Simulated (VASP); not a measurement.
# BaScC2 (Cmcm) in VASP: single point with PBE

Aim: the single point of BaScC2 with PBE.

Program: VASP 6.6.1. These are calculated values, not measurements. Logs are shortened: lines on timing, memory, paths and dates and some standing lists are left out, and cuts for length are marked.

## (1) The cell of the first run

Symmetry: Cmcm, No. 63, orthorhombic system. Conventional cell: a = 6.225 Å, b = 7.225 Å, c = 6.982 Å, α = 90.00°, β = 90.00°, γ = 90.00°. Ba (site symmetry 2/m) has 8 C at 3.06 to 3.21 Å and 4 Sc at 3.11 to 3.61 Å and 2 Ba at 3.49 Å within 4.0 Å. Within 2.9 Å of Sc (site symmetry 2/m) lie 4 C at 2.23 Å. Within 1.9 Å of C (site symmetry m) lie 1 C at 1.39 Å.

The cell was generated, and may not be a known phase.

## (2) Single point, PBE, collinear spin

The input, INCAR:

```
PREC = Accurate
ENCUT = 520
EDIFF = 1E-7
ISMEAR = 0
SIGMA = 0.1
LREAL = False
LASPH = True
NELM = 150
ALGO = Normal
ISIF = 2
LWAVE = False
LCHARG = False
ISPIN = 2
MAGMOM = 0 0 0 0 1 1 1 1
LORBIT = 11
LMAXMIX = 4
GGA = PE
NBANDS = 43
```

The input, KPOINTS:

```
Automatic mesh
0
Gamma
  4 4 4
```

The input, POSCAR:

```
BaScC2
1.0
    3.1124375880     -3.6127446045      0.0000000000
    3.1124375880      3.6127446045      0.0000000000
    0.0000000000      0.0000000000      6.9815952961
Ba Sc C
2 2 4
Direct
    0.5000000000      0.5000000000      0.0000000000
    0.5000000000      0.5000000000      0.5000000000
    0.0000000000      0.0000000000      0.0000000000
    0.0000000000      0.0000000000      0.5000000000
    0.0542855819      0.7220715616      0.2500000000
    0.9457144181      0.2779284384      0.7500000000
    0.2779284384      0.9457144181      0.2500000000
    0.7220715616      0.0542855819      0.7500000000
```

Potentials or basis: VASP PAW PBE potentials, release 64 (Ba_sv, Sc_sv, C).

Run with:

```sh
> cat potpaw_PBE.64/Ba_sv/POTCAR potpaw_PBE.64/Sc_sv/POTCAR potpaw_PBE.64/C/POTCAR > POTCAR
> mpirun -np 1 vasp_std > vasp.out
```

OUTCAR:

```text
PREC = Accurate
   ENCUT = 520
   EDIFF = 1E-7
   ISMEAR = 0
   LREAL = False
   LASPH = True
   NELM = 150
   ISIF = 2
   ISPIN = 2
   LORBIT = 11
   GGA = PE

 ion  position               nearest neighbor table
   1  0.500  0.500  0.000-   5 3.06   6 3.06   7 3.06   8 3.06   3 3.11   3 3.11   5 3.21   7 3.21
                             6 3.21   8 3.21   2 3.49   2 3.49   3 3.61   3 3.61
   2  0.500  0.500  0.500-   5 3.06   6 3.06   7 3.06   8 3.06   4 3.11   4 3.11   5 3.21   7 3.21
                             6 3.21   8 3.21   1 3.49   1 3.49   4 3.61   4 3.61
   3  0.000  0.000  0.000-   5 2.23   6 2.23   7 2.23   8 2.23   1 3.11   1 3.11   1 3.61   1 3.61

   4  0.000  0.000  0.500-   5 2.23   6 2.23   7 2.23   8 2.23   2 3.11   2 3.11   2 3.61   2 3.61

   5  0.054  0.722  0.250-   7 1.39   4 2.23   3 2.23   2 3.06   1 3.06   1 3.21   2 3.21
   6  0.946  0.278  0.750-   8 1.39   4 2.23   3 2.23   2 3.06   1 3.06   2 3.21   1 3.21
   7  0.278  0.946  0.250-   5 1.39   4 2.23   3 2.23   2 3.06   1 3.06   2 3.21   1 3.21
   8  0.722  0.054  0.750-   6 1.39   4 2.23   3 2.23   2 3.06   1 3.06   1 3.21   2 3.21

  LATTYP: Found a base centered orthorhombic cell.
 ALAT       =     6.2248751760
 B/A-ratio  =     1.1607444334
 C/A-ratio  =     1.1215639027

  Lattice vectors:

 A1 = (   3.1124375880,  -3.6127446045,   0.0000000000)
 A2 = (   3.1124375880,   3.6127446045,   0.0000000000)
 A3 = (   0.0000000000,   0.0000000000,   6.9815952961)

Analysis of symmetry for initial positions (statically):
=====================================================================
 Subroutine PRICEL returns:
 Original cell was already a primitive cell.

 Routine SETGRP: Setting up the symmetry group for a
 base centered orthorhombic supercell.

 Subroutine GETGRP returns: Found  8 space group operations
 (whereof  4 operations were pure point group operations)
 out of a pool of  8 trial point group operations.

The static configuration has the point symmetry C_2h.
 The point group associated with its full space group is D_2h.

Analysis of symmetry for dynamics (positions and initial velocities):
=====================================================================
 Subroutine PRICEL returns:
 Original cell was already a primitive cell.

 Routine SETGRP: Setting up the symmetry group for a
 base centered orthorhombic supercell.

 Subroutine GETGRP returns: Found  8 space group operations
 (whereof  4 operations were pure point group operations)
 out of a pool of  8 trial point group operations.

The dynamic configuration has the point symmetry C_2h.
 The point group associated with its full space group is D_2h.

Analysis of structural, dynamic, and magnetic symmetry:
=====================================================================
 Subroutine PRICEL returns:
[... 167 lines left out ...]

 E-fermi :   4.0881     XC(G=0):  -9.7318

 val. band max:        4.0752618895   @ k =   0.0000   0.0000   0.0000
 cond. band min:       4.0909063918   @ k =  -0.2500   0.2500   0.2500
 fundamental gap:      0.0156445023
 Fermi energy:         4.0880633475

 spin component 1

 k-point     1 :       0.0000    0.0000    0.0000
  band No.  band energies     occupation
      1     -45.4583      1.00000
      2     -45.4467      1.00000
      3     -24.3485      1.00000
      4     -24.3374      1.00000
      5     -24.3021      1.00000
      6     -24.2246      1.00000
[... 913 lines left out ...]
     40       7.8717      0.00000
     41       8.4174      0.00000
 Fermi energy:         4.0880633475

 spin component 2

 k-point     1 :       0.0000    0.0000    0.0000
  band No.  band energies     occupation
      1     -45.4582      1.00000
      2     -45.4466      1.00000
      3     -24.3484      1.00000
      4     -24.3374      1.00000
      5     -24.3020      1.00000
      6     -24.2245      1.00000
[... 913 lines left out ...]
     40       7.8718      0.00000
     41       8.4175      0.00000
 [bands above 41 left out]

------------------------ aborting loop because EDIFF is reached ----------------------------------------

  FORCE on cell =-STRESS in cart. coord.  units (eV):
  Direction    XX          YY          ZZ          XY          YZ          ZX
  --------------------------------------------------------------------------------------
  -------------------------------------------------------------------------------------
  Total        1.0611079      0.7449452      1.1879693      0.0000000     -0.0000000      0.0000000
  in kB       10.8279823      7.6017276     12.1225292      0.0000000     -0.0000000      0.0000000
  external PRESSURE =      10.1840797 kB  Pullay stress =       0.0000000 kB

 VOLUME and BASIS-vectors are now :
 -----------------------------------------------------------------------------
  energy-cutoff  :      520.00
  volume of cell :      157.01
      direct lattice vectors                 reciprocal lattice vectors
     3.112437588 -3.612744605  0.000000000     0.160645792 -0.138398933  0.000000000
     3.112437588  3.612744605  0.000000000     0.160645792  0.138398933  0.000000000
     0.000000000  0.000000000  6.981595296     0.000000000  0.000000000  0.143233739

 POSITION                                       TOTAL-FORCE (eV/Angst)
 -----------------------------------------------------------------------------------
      3.11244      0.00000      0.00000         0.000000      0.000000      0.000000
      3.11244      0.00000      3.49080         0.000000     -0.000000      0.000000
      0.00000      0.00000      0.00000         0.000000      0.000000      0.000000
      0.00000      0.00000      3.49080        -0.000000      0.000000      0.000000
      2.41636      2.41254      1.74540        -0.034215     -0.009696      0.000000
      3.80851     -2.41254      5.23620         0.034215      0.009696     -0.000000
      3.80851      2.41254      1.74540         0.034215     -0.009696      0.000000
      2.41636     -2.41254      5.23620        -0.034215      0.009696     -0.000000
 -----------------------------------------------------------------------------------
    total drift:                               -0.000000      0.000000      0.000000

  FREE ENERGIE OF THE ION-ELECTRON SYSTEM (eV)
  ---------------------------------------------------
  free  energy   TOTEN  =       -49.6122766984 eV

  energy  without entropy=      -49.5778648895  energy(sigma->0) =      -49.59507079

 total charge

# of ion       s       p       d       tot
------------------------------------------
    1        2.007   5.571   0.469   8.047
    2        2.007   5.571   0.469   8.047
    3        2.205   6.160   1.266   9.631
    4        2.205   6.160   1.266   9.631
    5        0.890   1.513   0.000   2.404
    6        0.890   1.513   0.000   2.404
    7        0.890   1.513   0.000   2.404
    8        0.890   1.513   0.000   2.404
--------------------------------------------------
tot         11.986  29.515   3.470  44.970

 magnetization (x)

# of ion       s       p       d       tot
------------------------------------------
    1        0.000  -0.000   0.000   0.000
    2        0.000  -0.000   0.000   0.000
    3        0.000   0.000   0.000   0.000
    4        0.000   0.000   0.000   0.000
    5       -0.000   0.000   0.000  -0.000
    6       -0.000   0.000   0.000  -0.000
    7       -0.000   0.000   0.000  -0.000
    8       -0.000   0.000   0.000  -0.000
--------------------------------------------------
tot          0.000   0.000   0.000   0.000
```

OSZICAR:

```text
N       E                     dE             d eps       ncg     rms          rms(c)
DAV:   1     0.730691332219E+03    0.73069E+03   -0.24325E+04  3612   0.129E+03
DAV:   2     0.430463059727E+02   -0.68765E+03   -0.66489E+03  3780   0.426E+02
DAV:   3    -0.550226042527E+02   -0.98069E+02   -0.93850E+02  6144   0.146E+02
[... 19 lines left out ...]
DAV:  23    -0.496122738420E+02   -0.52701E-05   -0.90312E-05  4424   0.317E-02    0.203E-03
DAV:  24    -0.496122758133E+02   -0.19713E-05   -0.33179E-05  4872   0.204E-02    0.151E-03
DAV:  25    -0.496122764083E+02   -0.59500E-06   -0.75412E-06  5456   0.102E-02    0.130E-03
DAV:  26    -0.496122766238E+02   -0.21546E-06   -0.48985E-06  4616   0.743E-03    0.645E-04
DAV:  27    -0.496122766748E+02   -0.51016E-07   -0.40338E-06  4688   0.684E-03    0.374E-04
DAV:  28    -0.496122766984E+02   -0.23587E-07   -0.72836E-07  4440   0.336E-03
   1 F= -.49612277E+02 E0= -.49595071E+02  d E =-.344118E-01  mag=     0.0012
```

stdout:

```text
POSCAR found type information on POSCAR BaScC
 POSCAR found :  3 types and       8 ions
 scaLAPACK will be used
 LDA part: xc-table for (Slater+PW92), standard interpolation
 POSCAR, INCAR and KPOINTS ok, starting setup
 FFT: planning ... GRIDC
 FFT: planning ... GRID_SOFT
 FFT: planning ... GRID
 WAVECAR not read
 entering main loop
```

It took 8.6 min on 1 thread of Intel Xeon Platinum 8259CL at 2.50GHz (Skylake/Cascade Lake), shared host; peak memory 0.44 GiB.

What came out:

| Item | Value |
| --- | --- |
| Free energy | -49.6123 eV |
| Pressure | 1.0 GPa |
| Largest force | 0.036 eV/Å |
| Band gap on the k mesh | zero (filled and empty bands overlap) |
| Net moment | 0.00 μB per cell |
| Valence electrons inside the program's atomic spheres | Ba 8.05; Sc 9.63; C 2.40 |

Forces on the atoms (eV/Å):
```
Ba   0.000  0.000  0.000
Ba   0.000  0.000  0.000
Sc   0.000  0.000  0.000
Sc   0.000  0.000  0.000
C   -0.034 -0.010  0.000
C    0.034  0.010  0.000
C    0.034 -0.010  0.000
C   -0.034  0.010  0.000
```

Stress tensor (GPa, compression positive):
```
1.08 0.00 0.00
0.00 0.76 0.00
0.00 0.00 1.21
```

Caveat: spin-orbit coupling is left out, which moves the levels of the heavy elements.
